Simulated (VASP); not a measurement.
A run of VASP 6.6.1:

The input INCAR:

```
SYSTEM = In
PREC     = Accurate       ! precision mode
ENCUT    = 520            ! plane-wave cutoff, eV
EDIFF    = 1E-6           ! SCF threshold, eV
ISMEAR   = 0              ! smearing method
SIGMA    = 0.1            ! smearing width, eV
LREAL    = .False.        ! projectors in reciprocal space
LASPH    = .True.         ! aspherical terms in the spheres
NELM     = 80             ! most SCF steps
ALGO     = Fast           ! electronic algorithm
ISIF     = 2              ! what is computed and relaxed
LWAVE    = .False.        ! write WAVECAR
LCHARG   = .False.        ! write CHGCAR
NBANDS   = 12             ! bands
```

KPOINTS

```
Automatic mesh
0
Gamma
  18 18 18
  0 0 0
```

The input POSCAR:

```
In
1.0
   -1.6329827991      1.6329827991      2.3096678181
    1.6329827991     -1.6329827991      2.3096678181
    1.6329827991      1.6329827991     -2.3096678181
In
1
Direct
    0.0000000000      0.0000000000      0.0000000000
```

Potentials or basis: VASP PAW LDA potentials, release 64 (In_d).

Run with:

```bash
$ cat potpaw_LDA.64/In_d/POTCAR > POTCAR
$ mpirun -np 1 vasp_std > vasp.out
```

Hardware: 1 thread of Intel(R) Xeon(R) 6975P-C (Granite Rapids), on a shared host.

Q: How long does it take, and how much memory?

A: Wall time 36 s on 1 thread of Intel(R) Xeon(R) 6975P-C (Granite Rapids) (shared host), peak memory 0.24 GiB. Counts: scf iterations 13, k points 480.
